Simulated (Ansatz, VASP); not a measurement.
## HC4 in VASP and in Ansatz

```xyz
10
Lattice="4.9314 0.0000 0.0000 -2.4657 4.2708 0.0000 0.0000 0.0000 18.0000" Properties=species:S:1:pos:R:3 pbc="T T T"
C     0.0000    1.4236    4.0000
C    -1.2329    3.5590    4.0000
C     2.4657    1.4236    4.0000
C     1.2329    3.5590    4.0000
C     1.2329    0.7118    4.0000
C     0.0000    2.8472    4.0000
C     3.6986    0.7118    4.0000
C     2.4657    2.8472    4.0000
H    -0.5114    1.7188    5.7300
H     0.5114    1.1283    5.7300
```

Alike in both runs: task single point; functional PBE; dispersion D3(BJ); k mesh 6 × 6 × 1; occupations gaussian, width 0.1 eV; no spin polarisation.

|  | VASP | Ansatz |
| --- | --- | --- |
| version | VASP 6.6.1 | Ansatz 0.2.0 |
| potentials or method | VASP PAW PBE potentials, release 64 (C, H), cutoff 520 eV | scalar-relativistic, plane waves, PAW |
| valence electrons in the cell | 34 | 34 |

|  | VASP | Ansatz | Ansatz less VASP |
| --- | --- | --- | --- |
| gap on the k mesh at the Fermi level (eV) | 0.49 | 0.49 | 0.000 |
| least direct gap on the mesh (eV) | 0.49 | 0.49 | 0.000 |
| rms of the force components (eV/Å) | 1.281 | 1.281 | +0.0001 |

Atom by atom the forces differ by 0.001 eV/Å (rms over components).
